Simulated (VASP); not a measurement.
# Sn (Im-3m) in VASP: further runs, part 2 of 2

VASP 6.6.1. Earlier steps stand in the parts before.

**3. Single point, PBEsol**

This run uses another cell than the first one, of 26.12 Å³/atom, 1.021 times its volume.

INCAR

```
SYSTEM = Sn
PREC = Accurate ; ENCUT = 520
EDIFF = 1E-7 ; ISMEAR = 1
SIGMA = 0.1 ; LREAL = .False.
LASPH = .True. ; NELM = 100
ALGO = Normal ; ISIF = 2
LWAVE = .False. ; LCHARG = .False.
GGA = PS ; NBANDS = 13
```

KPOINTS

```
Automatic mesh
0
Gamma
  11 11 11
  0 0 0
```

POSCAR

```
Sn
1.0
   -1.8690452781      1.8690452781      1.8690452781
    1.8690452781     -1.8690452781      1.8690452781
    1.8690452781      1.8690452781     -1.8690452781
Sn
1
Direct
    0.0000000000      0.0000000000      0.0000000000
```

Potentials or basis: VASP PAW PBE potentials, release 64 (Sn_d).

Run with:

```console
cat potpaw_PBE.64/Sn_d/POTCAR > POTCAR
mpirun -np 1 vasp_std > vasp.out
```

OUTCAR:

```text
SYSTEM = Sn
   PREC = Accurate
   ENCUT = 520
   EDIFF = 1E-7
   ISMEAR = 1
   LREAL = .False.
   LASPH = .True.
   NELM = 100
   ISIF = 2
   GGA = PS

 ion  position               nearest neighbor table
   1  0.000  0.000  0.000-

  LATTYP: Found a body centered cubic cell.
 ALAT       =     3.7380905562

  Lattice vectors:

 A1 = (  -1.8690452781,   1.8690452781,   1.8690452781)
 A2 = (   1.8690452781,  -1.8690452781,   1.8690452781)
 A3 = (   1.8690452781,   1.8690452781,  -1.8690452781)

Analysis of symmetry for initial positions (statically):
=====================================================================
 Subroutine PRICEL returns:
 Original cell was already a primitive cell.

 Routine SETGRP: Setting up the symmetry group for a
 body centered cubic supercell.

 Subroutine GETGRP returns: Found 48 space group operations
 (whereof 48 operations were pure point group operations)
 out of a pool of 48 trial point group operations.

The static configuration has the point symmetry O_h .

Analysis of symmetry for dynamics (positions and initial velocities):
=====================================================================
 Subroutine PRICEL returns:
 Original cell was already a primitive cell.

 Routine SETGRP: Setting up the symmetry group for a
 body centered cubic supercell.

 Subroutine GETGRP returns: Found 48 space group operations
 (whereof 48 operations were pure point group operations)
 out of a pool of 48 trial point group operations.

The dynamic configuration has the point symmetry O_h .

 Subroutine INISYM returns: Found 48 space group operations
 (whereof 48 operations are pure point group operations),
 and found     1 'primitive' translations

----------------------------------------------------------------------------------------

                                     Primitive cell

  volume of cell :      26.1168

  direct lattice vectors                    reciprocal lattice vectors
    -1.869045278  1.869045278  1.869045278     0.000000000  0.267516259  0.267516259
     1.869045278 -1.869045278  1.869045278     0.267516259  0.000000000  0.267516259
     1.869045278  1.869045278 -1.869045278     0.267516259  0.267516259  0.000000000

  length of vectors
     3.237281383  3.237281383  3.237281383     0.378325121  0.378325121  0.378325121

  position of ions in fractional coordinates (direct lattice)
     0.000000000  0.000000000  0.000000000

  ion indices of the primitive-cell ions
   primitive index   ion index
                 1           1

----------------------------------------------------------------------------------------

 KPOINTS: Automatic mesh

Automatic generation of k-mesh.
 Grid dimensions read from file:
 generate k-points for:   11   11   11

 Generating k-lattice:

  Cartesian coordinates                     Fractional coordinates (reciprocal lattice)
     0.000000000  0.024319660  0.024319660     0.090909091  0.000000000  0.000000000
     0.024319660  0.000000000  0.024319660     0.000000000  0.090909091  0.000000000
     0.024319660  0.024319660  0.000000000     0.000000000  0.000000000  0.090909091

  Length of vectors
     0.034393193  0.034393193  0.034393193

  Shift w.r.t. Gamma in fractional coordinates (k-lattice)
     0.000000000  0.000000000  0.000000000

 Subroutine IBZKPT returns following result:
 ===========================================

 Found     56 irreducible k-points:

 Following reciprocal coordinates:
            Coordinates               Weight
  0.000000  0.000000  0.000000      1.000000
  0.090909  0.000000  0.000000     12.000000
  0.181818  0.000000  0.000000     12.000000
  0.272727  0.000000  0.000000     12.000000
  0.363636  0.000000  0.000000     12.000000
  0.454545  0.000000  0.000000     12.000000
[... 16 lines left out ...]
  0.272727  0.181818  0.090909     48.000000
  0.363636  0.181818  0.090909     24.000000
 [... further k-points ...]
   k-points           NKPTS =     56   k-points in BZ     NKDIM =     56   number of bands    NBANDS=     13
   number of dos      NEDOS =    301   number of ions     NIONS =      1
   total plane-waves  NPLWV =  13824
   dimension x,y,z NGX =    24 NGY =   24 NGZ =   24
   dimension x,y,z NGXF=    48 NGYF=   48 NGZF=   48
   ions per type =               1
   NGX,Y,Z   is equivalent  to a cutoff of  12.32, 12.32, 12.32 a.u.
   NGXF,Y,Z  is equivalent  to a cutoff of  24.65, 24.65, 24.65 a.u.
 SYSTEM =  Sn
   PREC   = accura    normal or accurate (medium, high low for compatibility)
   ISTART =      0    job   : 0-new  1-cont  2-samecut
   ICHARG =      2    charge: 1-file 2-atom 10-const
   ISPIN  =      1    spin polarized calculation?
   LNONCOLLINEAR =      F non collinear calculations
   LSORBIT =      F    spin-orbit coupling
   LASPH  =      T    aspherical Exc in radial PAW
   ENCUT  =  520.0 eV  38.22 Ry    6.18 a.u.   6.02  6.02  6.02*2*pi/ulx,y,z
   NELM   =    100;   NELMIN=  2; NELMDL= -5     # of ELM steps
   EDIFF  = 0.1E-06   stopping-criterion for ELM
   LREAL  =      F    real-space projection
   EDIFFG = 0.1E-05   stopping-criterion for IOM
   NSW    =      0    number of steps for IOM
   IBRION =     -1    ionic relax: 0-MD 1-quasi-New 2-CG
   NFREE  =      0    steps in history (QN), initial steepest desc. (CG)
   ISIF   =      2    stress and relaxation
   ISYM   =      2    0-nonsym 1-usesym 2-fastsym
   POTIM  = 0.5000    time-step for ionic-motion
   TEBEG  =    0.0;   TEEND  =   0.0 temperature during run
   PSTRESS=    0.0 pullay stress
   NELECT =      14.0000    total number of electrons
   NUPDOWN=      -1.0000    fix difference up-down
   EMIN   =  10.00;   EMAX   =-10.00  energy-range for DOS
   EFERMI =   0.00;   METHOD = LEGACY
   ISMEAR =     1;   SIGMA  =   0.10  broadening in eV -4-tet -1-fermi 0-gaus
   EFERMI_NEDOS =   21; number of points for ismear=-14 and -15
   IALGO  =     38    algorithm
   IMIX   =      4    mixing-type and parameters
     AMIX     =   0.40;   BMIX     =  1.00
     AMIX_MAG =   1.60;   BMIX_MAG =  1.00
  volume/ion in A,a.u.               =      26.12       176.24
  Fermi-wavevector in a.u.,A,eV,Ry     =   1.329876  2.513101 24.062844  1.768569
  Thomas-Fermi vector in A             =   2.459005
   LORBIT       =      0    0 simple, 1 ext, 2 COOP (PROOUT), +10 PAW based schemes
   GGA     = PS    functional components
   LHFCALC =     F    Hartree Fock is set to
   AEXX    =    0.0000 exact exchange contribution
   IVDW    =     0    specifies the selected vdW correction
   LEPSILON=     F    determine dielectric tensor
   LRPA    =     F    only Hartree local field effects (RPA)
 non-spin polarized calculation
 Methfessel and Paxton  Order N= 1 SIGMA  =   0.10
  energy-cutoff  :      520.00
  volume of cell :       26.12
 maximum number of plane-waves:       718
   NGX = 13   NGY = 13   NGZ = 13

 number of electron      13.9999991 magnetization

 Free energy of the ion-electron system (eV)
  ---------------------------------------------------
  ext. energy  EPLUGINS =         0.00000000
  ---------------------------------------------------
  free energy    TOTEN  =        -4.22176831 eV

  energy without entropy =       -4.22188261  energy(sigma->0) =       -4.22180641

 E-fermi :   8.4657     XC(G=0): -10.6924

 val. band max:        8.4199337038   @ k =  -0.4545   0.4545   0.3636
 cond. band min:       8.5080632414   @ k =  -0.2727   0.3636   0.1818
 fundamental gap:      0.0881295377
 Fermi energy:         8.4657460997

 k-point     1 :       0.0000    0.0000    0.0000
  band No.  band energies     occupation
      1     -13.0411      2.00000
      2     -13.0411      2.00000
      3     -13.0411      2.00000
      4     -12.8834      2.00000
      5     -12.8834      2.00000
      6      -2.9732      2.00000
      7      16.7495      0.00000
      8      16.7495      0.00000
      9      16.7495      0.00000
     10      20.6244      0.00000
     11      20.6244      0.00000
     12      20.6244      0.00000
     13      21.4749      0.00000
[... 353 lines left out ...]
 k-point    24 :       0.3636    0.1818    0.0909
  band No.  band energies     occupation
      1     -13.0575      2.00000
      2     -12.9851      2.00000
      3     -12.8941      2.00000
      4     -12.8901      2.00000
      5     -12.8536      2.00000
      6       2.6018      2.00000
      7       4.7778      2.00000
      8       8.2768      2.02249
      9      10.6051      0.00000
     10      20.9237      0.00000
     11      22.7688      0.00000
     12      24.1064      0.00000
     13      24.5272      0.00000

 [... further k-points ...]

------------------------ aborting loop because EDIFF is reached ----------------------------------------

  FORCE on cell =-STRESS in cart. coord.  units (eV):
  Direction    XX          YY          ZZ          XY          YZ          ZX
  --------------------------------------------------------------------------------------
  -------------------------------------------------------------------------------------
  Total        0.0607853      0.0607853      0.0607853     -0.0000000      0.0000000      0.0000000
  in kB        3.7289760      3.7289760      3.7289760     -0.0000000      0.0000000      0.0000000
  external PRESSURE =       3.7289760 kB  Pullay stress =       0.0000000 kB

 VOLUME and BASIS-vectors are now :
 -----------------------------------------------------------------------------
  energy-cutoff  :      520.00
  volume of cell :       26.12
      direct lattice vectors                 reciprocal lattice vectors
    -1.869045278  1.869045278  1.869045278     0.000000000  0.267516259  0.267516259
     1.869045278 -1.869045278  1.869045278     0.267516259  0.000000000  0.267516259
     1.869045278  1.869045278 -1.869045278     0.267516259  0.267516259  0.000000000

 POSITION                                       TOTAL-FORCE (eV/Angst)
 -----------------------------------------------------------------------------------
      0.00000      0.00000      0.00000        -0.000000     -0.000000      0.000000
 -----------------------------------------------------------------------------------
    total drift:                                0.000000      0.000000     -0.000000

  FREE ENERGIE OF THE ION-ELECTRON SYSTEM (eV)
  ---------------------------------------------------
  free  energy   TOTEN  =        -4.2217683087 eV

  energy  without entropy=       -4.2218826055  energy(sigma->0) =       -4.22180641
```

OSZICAR:

```text
N       E                     dE             d eps       ncg     rms          rms(c)
DAV:   1     0.807285079594E+02    0.80729E+02   -0.71825E+03  1512   0.162E+03
DAV:   2     0.139840056434E+01   -0.79330E+02   -0.76820E+02  1546   0.341E+02
DAV:   3    -0.412822481063E+01   -0.55266E+01   -0.55041E+01  1724   0.722E+01
DAV:   4    -0.423954725545E+01   -0.11132E+00   -0.11130E+00  1739   0.110E+01
DAV:   5    -0.424344103022E+01   -0.38938E-02   -0.38936E-02  1910   0.197E+00    0.145E+00
DAV:   6    -0.422700757271E+01    0.16433E-01   -0.17195E-02  1821   0.237E+00    0.779E-01
DAV:   7    -0.422207305121E+01    0.49345E-02   -0.92933E-03  1821   0.164E+00    0.125E-01
DAV:   8    -0.422176742534E+01    0.30563E-03   -0.69512E-04  1776   0.454E-01    0.201E-02
DAV:   9    -0.422176785529E+01   -0.42995E-06   -0.12701E-05  1992   0.438E-02    0.115E-02
DAV:  10    -0.422176826602E+01   -0.41073E-06   -0.90795E-07  1726   0.104E-02    0.138E-03
DAV:  11    -0.422176830874E+01   -0.42718E-07   -0.20653E-08  1213   0.195E-03
   1 F= -.42217683E+01 E0= -.42218064E+01  d E =0.114297E-03
```

stdout:

```text
POSCAR found type information on POSCAR Sn
 POSCAR found :  1 types and       1 ions
 scaLAPACK will be used
 -----------------------------------------------------------------------------
|                                                                             |
|                                                                             |
|     You enforced a specific xc type in the INCAR file but a different       |
|     I HOPE YOU KNOW WHAT YOU ARE DOING!                                     |
|                                                                             |
 -----------------------------------------------------------------------------

 LDA part: xc-table for (Slater+PW92), standard interpolation
 POSCAR, INCAR and KPOINTS ok, starting setup
 FFT: planning ... GRIDC
 FFT: planning ... GRID_SOFT
 FFT: planning ... GRID
 WAVECAR not read
 entering main loop
```

Wall time 8.4 s (1 thread of Intel Xeon 6975P-C, shared host); peak memory 0.14 GiB.

What came out:

```yaml
Free_energy: -4.2218 eV
Pressure: 0.4 GPa
Band_gap_on_the_k_mesh: zero (band 7 reaches 16.75 eV, above the bottom of band 8 at 5.91 eV)
```

Caveat: the PAW data sets were made with another functional, which shifts forces and pressure a little; spin-orbit coupling is left out, which moves the levels of the heavy elements.

**4. Single point, PBEsol**

This run uses another cell than the first one, of 26.66 Å³/atom, 1.043 times its volume.

INCAR

```
ALGO = Normal
EDIFF = 1E-6
ENCUT = 520
GGA = PS
ISIF = 2
ISMEAR = 1
LASPH = T
LCHARG = F
LREAL = F
LWAVE = F
NBANDS = 13
NELM = 100
PREC = Accurate
SIGMA = 0.1
```

KPOINTS

```
k-points
0
Gamma
  11 11 11
```

POSCAR

```
Sn
1.0
   -1.8819356528      1.8819356528      1.8819356528
    1.8819356528     -1.8819356528      1.8819356528
    1.8819356528      1.8819356528     -1.8819356528
Sn
1
Direct
    0.0000000000      0.0000000000      0.0000000000
```

Run with:

```console
cat potpaw_PBE.64/Sn_d/POTCAR > POTCAR
mpirun -np 1 vasp_std > vasp.out
```

Wall time 8.5 s (1 thread of Intel Xeon 6975P-C, shared host); peak memory 0.15 GiB.

The run converged. Its results:

```
Free energy            : -4.2214 eV
Pressure               : -0.7 GPa
Band gap on the k mesh : zero (band 7 reaches 16.30 eV, above the bottom of band 8 at 5.72 eV)
```

Levels at points of the mesh, in eV from the Fermi level:
```tsv
k point	band 3	band 4	band 5	band 6	band 7	band 8	band 9	band 10	band 11	band 12
(0.00, 0.00, 0.00)	-21.49	-21.34	-21.34	-11.28	8.09	8.09	8.09	12.12	12.12	12.12
```

Caveat: the PAW data sets were made with another functional, which shifts forces and pressure a little; spin-orbit coupling is left out, which moves the levels of the heavy elements.

**5. Single point, PBEsol**

This run uses another cell than the first one, of 27.20 Å³/atom, 1.064 times its volume.

INCAR

```
PREC     = Accurate       # precision mode
ENCUT    = 520            # plane-wave cutoff, eV
EDIFF    = 1E-6           # SCF threshold, eV
ISMEAR   = 1              # smearing method
SIGMA    = 0.1            # smearing width, eV
LREAL    = F              # projectors in reciprocal space
LASPH    = T              # aspherical terms in the spheres
NELM     = 60             # most SCF steps
ALGO     = Normal         # electronic algorithm
ISIF     = 2              # what is computed and relaxed
LWAVE    = F              # write WAVECAR
LCHARG   = T              # write CHGCAR
GGA      = PS             # functional
LELF     = T              # ELF
LVHAR    = T            
NBANDS   = 13             # bands
```

KPOINTS

```
regular mesh
0
Gamma
  11 11 11
```

POSCAR

```
Sn
1.0
   -1.8946518200      1.8946518200      1.8946518200
    1.8946518200     -1.8946518200      1.8946518200
    1.8946518200      1.8946518200     -1.8946518200
Sn
1
Direct
    0.0000000000      0.0000000000      0.0000000000
```

Run with:

```console
cat potpaw_PBE.64/Sn_d/POTCAR > POTCAR
mpirun -np 1 vasp_std > vasp.out
```

Run time: 8.4 s. Hardware: 1 thread of Intel Xeon 6975P-C, shared host; peak memory 0.15 GiB.

Results (log left out):

| Property | Result |
| --- | --- |
| Free energy | -4.2176 eV |
| Pressure | -1.6 GPa |
| Band gap on the k mesh | zero (band 7 reaches 15.86 eV, above the bottom of band 8 at 5.54 eV) |

Levels at points of the mesh, in eV from the Fermi level:
```csv
k point,band 3,band 4,band 5,band 6,band 7,band 8,band 9,band 10,band 11,band 12
"(0.00, 0.00, 0.00)",-21.47,-21.33,-21.33,-11.12,7.91,7.91,7.91,12.09,12.09,12.09
```

Caveat: the PAW data sets were made with another functional, which shifts forces and pressure a little; spin-orbit coupling is left out, which moves the levels of the heavy elements.

**6. Summary**

```tsv
cell	gap on the mesh (eV)	pressure (GPa)
a = 3.215 Å, angles 109.5°, 1 atom	none	1.6
a = 3.237 Å, angles 109.5°, 1 atom	none	0.4
a = 3.260 Å, angles 109.5°, 1 atom	none	-0.7
a = 3.282 Å, angles 109.5°, 1 atom	none	-1.6
```

Alike in all rows: task single point; level PBEsol; potentials or basis VASP PAW PBE potentials, release 64 (Sn_d); no spin polarisation; k mesh 11 × 11 × 11; cutoff (eV) 520; smearing methfessel-paxton 0.1 eV.

Caveats: the PAW data sets were made with another functional, which shifts forces and pressure a little; spin-orbit coupling is left out, which moves the levels of the heavy elements.

Total energies depend on the potentials used, so only differences within one code and one set of settings carry meaning.
